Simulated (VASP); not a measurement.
Wanted: the native input for a VASP 6.6.1 run.

| Item | Value |
| --- | --- |
| Task | single point |
| Functional | PBE |
| Dispersion | D3(BJ) |
| Potentials or basis | VASP PAW PBE potentials, release 64 (S, H_h, C_h) |
| Cutoff | 1000 eV |
| k mesh | 1 × 1 × 1 |
| Occupations | fermi-dirac, width 0.05 eV |
| Spin | no spin polarisation |
| Dipole correction | no |
| Further INCAR settings | LREAL = Auto; ALGO = Normal; EDIFF = 1e-06; NBANDS = 96 |

The structure of H2CS3 lies in POSCAR:

```
H2CS3
1.0
    9.1577140000      0.0000000000      0.0000000000
    0.0000000000      9.1577140000      0.0000000000
    0.0000000000      0.0000000000      9.1577140000
S H C
18 12 6
Direct
    0.2810407798      0.3672975934      0.6207756793
    0.0732755422      0.1014587142      0.4382148579
    0.8741226767      0.4869088643      0.1856045381
    0.9283475574      0.3153058968      0.7904954569
    0.5411137579      0.2992330069      0.9124929626
    0.4146151610      0.9122243813      0.6648546792
    0.5254710457      0.7543081380      1.0598937475
    0.7627895908      0.7183873561      0.8180586257
    0.7066196300      0.1999570005      0.4845921437
    0.4531774919      0.1004970809      0.2780499158
    0.2377485845      0.7370792469      0.3050213731
    0.2900241714      0.4231833792      0.1813896379
    0.7656614522      0.8237589773      0.3936017650
    0.5773825027      0.5536458426      0.4824615293
   -0.1055104310      0.0065756623      1.0664152527
    0.2146113045      0.0689461866      0.9666478548
    0.1879302068      0.6681327861      0.9128112386
    0.0555256703      0.7253549351      0.6034147475
    0.2349840802      0.4211885202      0.4908868264
    0.3447569717      0.2518649244      0.5540441396
    0.0251771816      0.0209259600      0.3230450449
    0.0856135629      0.2221588417      0.3538210206
    0.9254158335      0.6158180279      0.1332554007
    0.9243675405      0.4137109949      0.0664991628
    0.9848673424      0.4403302268      0.7348206117
    0.8042190097      0.3829054097      0.8369887068
    0.4868231291      0.4355616653      0.8950395549
    0.5558202212      0.2814895550      0.7658071640
    0.3152689827      0.9885329331      0.5857495937
    0.5272483078      0.9929912055      0.6120488238
    0.6428382348      0.7359930597      0.9378661808
    0.5802440440      0.1513904604      0.3799338215
    0.2632466201      0.5800437706      0.2435506934
    0.6717399704      0.6876085633      0.4370923986
    0.0554612619      0.0376588712      1.0176422950
    0.1220354104      0.6978196616      0.7585109550
```

The input as run:

INCAR

```
SYSTEM = H2CS3
PREC = Accurate
ENCUT = 1000
EDIFF = 1E-6
ISMEAR = -1
SIGMA = 0.05
LREAL = Auto
LASPH = .True.
NELM = 120
ALGO = Normal
ISIF = 2
LWAVE = .False.
LCHARG = .False.
GGA = PE
IVDW = 12
NBANDS = 96
GGA_COMPAT = .False.
```

KPOINTS

```
regular mesh
0
Gamma
  1 1 1
  0 0 0
```

Potentials or basis: VASP PAW PBE potentials, release 64 (S, H_h, C_h).

The run is started by

```console
$ cat potpaw_PBE.64/S/POTCAR potpaw_PBE.64/H_h/POTCAR potpaw_PBE.64/C_h/POTCAR > POTCAR
$ mpirun -np 1 vasp_gam > vasp.out
```

Results of the run:

| Item | Value |
| --- | --- |
| Pressure | -0.4 GPa |
| Largest force | 0.537 eV/Å |
| Band gap on the k mesh | 2.51 eV |
| Dispersion energy per atom | -0.118 eV |

Caveat: the k points lie up to 0.69 Å⁻¹ apart.

Wall time 5.1 min on 1 thread of Intel(R) Xeon(R) Platinum 8375C CPU @ 2.90GHz (Ice Lake), with other jobs on the host, peak memory 1.4 GiB.
